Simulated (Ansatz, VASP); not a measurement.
TiSi16 in VASP and in Ansatz

```
CELL_PARAMETERS angstrom
0.00000 5.43000 5.43000
5.43000 0.00000 5.43000
5.43000 5.43000 0.00000
ATOMIC_POSITIONS crystal
Si 0.99912 0.00429 0.00425
Si 0.12179 0.12817 0.12816
Si 0.99988 0.00037 0.49885
Si 0.12214 0.11822 0.63255
Si 0.99989 0.49886 0.00031
Si 0.12226 0.63256 0.11808
Si 0.99064 0.50152 0.50148
Si 0.12254 0.62697 0.62689
Si 0.49246 0.00360 0.00354
Si 0.62569 0.12415 0.12389
Si 0.50220 0.98416 0.50908
Si 0.62625 0.11896 0.63104
Si 0.50230 0.50919 0.98380
Si 0.62625 0.63108 0.11880
Si 0.50500 0.50178 0.50178
Si 0.62900 0.62103 0.62059
Ti 0.37628 0.37307 0.37284
```

Alike in both runs: functional PBE; k mesh 2 × 2 × 2; occupations gaussian, width 0.02 eV; no spin polarisation.

Ansatz relaxed the structure, and its values are those at the end. VASP's run is a single point on that final structure, the one shown.

|  | VASP | Ansatz |
| --- | --- | --- |
| version | VASP 6.6.1 | Ansatz 0.2.0 |
| potentials or method | VASP PAW PBE potentials, release 64 (Si, Ti_sv), cutoff 520 eV | scalar-relativistic, plane waves, PAW |
| valence electrons in the cell | 76 | 76 |

```csv
,VASP,Ansatz,Ansatz less VASP
rms of the force components (eV/Å),0.004,0.004,+0.0003
```

With one functional, cell and mesh, what is left measures potentials, basis and numerics.

The k mesh is coarse, so the values compare programs but aren't converged.
